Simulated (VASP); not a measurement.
Input of a VASP 6.6.1 run:

POSCAR

```
C
1.0
    0.0000000000      1.7801241411      1.7801241411
    1.7801241411      0.0000000000      1.7801241411
    1.7801241411      1.7801241411      0.0000000000
C
2
Direct
    0.0000000000      0.0000000000      0.0000000000
    0.2500000000      0.2500000000      0.2500000000
```

Contents of INCAR.step1:

```
PREC     = Accurate       # precision mode
ENCUT    = 520            # plane-wave cutoff, eV
EDIFF    = 1E-5           # SCF threshold, eV
ISMEAR   = 0              # smearing method
SIGMA    = 0.01           # smearing width, eV
LREAL    = False          # projectors in reciprocal space
LASPH    = True           # aspherical terms in the spheres
NELM     = 100            # most SCF steps
ALGO     = Normal         # electronic algorithm
ISIF     = 2              # what is computed and relaxed
LWAVE    = True           # write WAVECAR
LCHARG   = False          # write CHGCAR
NBANDS   = 11             # bands
GGA      = PE             # functional
```

File INCAR.step2:

```
PREC     = Accurate       # precision mode
ENCUT    = 520            # plane-wave cutoff, eV
EDIFF    = 1E-6           # SCF threshold, eV
ISMEAR   = 0              # smearing method
SIGMA    = 0.01           # smearing width, eV
LREAL    = False          # projectors in reciprocal space
LASPH    = True           # aspherical terms in the spheres
NELM     = 100            # most SCF steps
ALGO     = Normal         # electronic algorithm
ISIF     = 2              # what is computed and relaxed
LWAVE    = False          # write WAVECAR
LCHARG   = False          # write CHGCAR
GGA      = PE             # functional
LHFCALC  = True           # exact exchange
HFSCREEN = 0.2079         # screening, 1/A
PRECFOCK = Normal       
NBANDS   = 11             # bands
ISTART   = 1
```

Contents of KPOINTS:

```
regular mesh
0
Gamma
  6 6 6
```

Potentials or basis: VASP PAW PBE potentials, release 64 (C).

Run with:

```sh
$ cat potpaw_PBE.64/C/POTCAR > POTCAR
$ cp INCAR.step1 INCAR
$ mpirun -np 1 vasp_std > vasp.out
$ cp INCAR.step2 INCAR
$ mpirun -np 1 vasp_std > vasp.out
```

Problem. What does it give for the pressure?

Solution. -4.8 GPa.

Problem. What does it give for the band gap on the k mesh?

Solution. 5.33 eV, indirect (least direct gap 6.99 eV).

Caveat: the k points lie up to 0.51 Å⁻¹ apart; the PAW data sets were made with another functional, which shifts forces and pressure a little. A k mesh can miss the band edges.
